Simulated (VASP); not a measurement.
**BTe: relaxation of cell and atoms with PBE**

The system is BTe.

```xyz
2
Lattice="0.0000 2.5771 2.5771 2.5771 0.0000 2.5771 2.5771 2.5771 0.0000" Properties=species:S:1:pos:R:3 pbc="T T T"
B     0.0000    0.0000    0.0000
Te    2.5771    2.5771    2.5771
```

- Program: VASP 6.6.1
- Task: relaxation of cell and atoms
- Functional: PBE
- Potentials or basis: VASP PAW PBE potentials, release 64 (B, Te)
- Cutoff: 600 eV
- k mesh: 18 × 18 × 18
- Occupations: gaussian, width 0.1 eV
- Spin: no spin polarisation
- Dipole correction: no
- Further INCAR settings: ALGO = Normal; EDIFF = 1e-06; IBRION = 2; EDIFFG = -0.01; NSW = 100; ISIF = 3

| Item | Value |
| --- | --- |
| Relaxed volume | 16.50 Å³/atom |
| Relaxed cell | a = 3.601 Å, b = 3.601 Å, c = 3.601 Å, α = 60.00°, β = 60.00°, γ = 60.00° |
| Space group after relaxing (to 0.05 Å) | Fm-3m (No. 225) |
| Energy gained by relaxing | 6.3 meV/atom |
| Ionic steps | 3 |
| Pressure after relaxing | 0.0 GPa |

Step by step:
```tsv
step	energy change (eV)	largest force (eV/Å)	pressure (GPa)	volume (Å³)
1	0.0000	0.0000	-3.18	34.23
2	-0.0108	0.0000	1.31	32.58
3	-0.0126	0.0000	0.01	33.01
```

Final structure:
```
CELL_PARAMETERS angstrom
0.00000 2.54607 2.54607
2.54607 0.00000 2.54607
2.54607 2.54607 0.00000
ATOMIC_POSITIONS crystal
B 0.00000 0.00000 0.00000
Te 0.50000 0.50000 0.50000
```

Levels at points of the mesh, in eV from the Fermi level:
| k point | band 3 | band 4 | band 5 | band 6 | band 7 | band 8 |
| --- | --- | --- | --- | --- | --- | --- |
| (0.00, 0.00, 0.00) | -1.20 | -1.20 | 0.26 | 5.12 | 5.12 | 5.12 |
| (0.50, 0.00, 0.00) | -0.29 | -0.29 | 0.29 | 0.29 | 2.33 | 2.54 |
| (0.50, 0.50, 0.00) | -4.65 | -4.21 | -4.21 | 2.70 | 7.52 | 7.52 |

Run time: 110 s on 1 thread of Intel(R) Xeon(R) Platinum 8488C (Sapphire Rapids) (shared host), peak memory 0.24 GiB.

Caveat: spin-orbit coupling is left out, which moves the levels of the heavy elements.
